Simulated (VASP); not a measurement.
Wanted: the native input for a VASP 6.6.1 run.

| Property | Result |
| --- | --- |
| Task | single point |
| Functional | PBE |
| Potentials or basis | VASP PAW PBE potentials, release 64 (C) |
| Cutoff | 520 eV |
| k mesh | 6 × 6 × 1 |
| Occupations | gaussian, width 0.1 eV |
| Spin | no spin polarisation |
| Dipole correction | yes |
| Further INCAR settings | ALGO = Normal; EDIFF = 1e-06; NBANDS = 23; NELMDL = -8 |

The structure of C lies in POSCAR:

```
C
1.0
    4.9338257335     -0.0000005799      0.0000000000
   -2.4669123645      4.2728187130      0.0000000000
    0.0000000000      0.0000000000     23.9071048000
C
7
Direct
    0.1628781742      0.8314390871      0.3138743039
    0.6685609129      0.3371218258      0.3138743039
    0.6685609129      0.8314390871      0.3138743039
    0.3419711116      0.1580288884      0.3138744096
    0.3419711116      0.6839422233      0.3138744096
    0.8160577767      0.1580288884      0.3138744096
    0.8333333333      0.6666666667      0.3138737801
```

These files were run (other wordings do the same):

INCAR

```
SYSTEM = C
PREC = Accurate
ENCUT = 520
EDIFF = 1E-6
ISMEAR = 0
SIGMA = 0.1
LREAL = .False.
LASPH = .True.
NELM = 120
ALGO = Normal
ISIF = 2
LWAVE = .False.
LCHARG = .False.
LDIPOL = .True.
IDIPOL = 3
DIPOL = 0.5 0.5 0.314
GGA = PE
NBANDS = 23
GGA_COMPAT = .False.
NELMDL = -8
```

KPOINTS

```
Automatic mesh
0
Gamma
  6 6 1
  0 0 0
```

Potentials or basis: VASP PAW PBE potentials, release 64 (C).

Launch:

```sh
$ cat potpaw_PBE.64/C/POTCAR > POTCAR
$ mpirun -np 1 vasp_std > vasp.out
```

It gave:

- Largest force: 0.033 eV/Å
- Band gap on the k mesh: zero (bands 14 and 15 overlap by 0.18 eV)

Wall time 4.2 min on 1 thread of Intel(R) Xeon(R) Platinum 8375C CPU @ 2.90GHz (Ice Lake), with other jobs on the host, peak memory 0.56 GiB.
